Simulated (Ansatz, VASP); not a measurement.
## One calculation of Mg3O2, two programs

```xyz
5
Lattice="3.0504 0.0000 0.0000 -1.5252 2.6418 0.0000 0.0000 0.0000 7.4866" Properties=species:S:1:pos:R:3 pbc="T T T"
Mg    1.5252    0.8806    2.4708
Mg    0.0000    1.7612    5.0158
Mg    0.0000    0.0000    0.0000
O     0.0000    1.7612    1.2180
O     1.5252    0.8806    6.2686
```

Alike in both runs: functional PBE; k mesh 6 × 6 × 3; occupations gaussian, width 0.2 eV; no spin polarisation.

Ansatz relaxed the structure, and its values are those at the end. VASP's run is a single point on that final structure, the one shown.

```csv
,VASP,Ansatz
version,VASP 6.6.1,Ansatz 0.2.0
potentials or method,"VASP PAW PBE potentials, release 64 (Mg, O), cutoff 520 eV","scalar-relativistic, plane waves, PAW"
valence electrons in the cell,18,42
```

Ansatz gave:

```
gap on the k mesh at the Fermi level (eV) : none
pressure (GPa)                            : 0.0
rms of the force components (eV/Å)        : 0.012
```

Task: Estimate VASP's values.

Result: gap on the k mesh at the Fermi level (eV): none; pressure (GPa): -0.5; rms of the force components (eV/Å): 0.008.

A gap of «none» marks a metal or a gap that the smearing closes. VASP's potentials hold 18 valence electrons a cell and Ansatz's 42, so a difference there can come from the potentials and not from the codes.

The k mesh is coarse, so the values compare programs but aren't converged.
